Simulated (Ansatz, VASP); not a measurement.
Co: VASP beside Ansatz

```
Co
1.0
     2.19044    0.00000    0.00000
     0.00000    2.19044    0.00000
     0.00000    0.00000    2.19044
Co
1
Direct
  0.00000 0.00000 0.00000
```

Alike in both runs: task single point; functional r2SCAN; k mesh 16 × 16 × 16; occupations fermi-dirac, width 0.1 eV; no spin polarisation.

|  | VASP | Ansatz |
| --- | --- | --- |
| version | VASP 6.6.1 | Ansatz 0.2.0 |
| potentials or method | VASP PAW PBE potentials, release 64 (Co), cutoff 520 eV | plane waves (500 eV) with PAW, scalar-relativistic |
| valence electrons in the cell | 9 | 17 |

Ansatz gave:

| Item | Value |
| --- | --- |
| pressure (GPa) | 20.8 |

Problem. Estimate VASP's values.

Solution. Pressure (GPa): 20.5.

VASP's potentials were made for PBE, not for r2SCAN. With one functional, cell and mesh, what is left measures potentials, basis and numerics. VASP's potentials hold 9 valence electrons a cell and Ansatz's 17, so a difference there can come from the potentials and not from the codes.
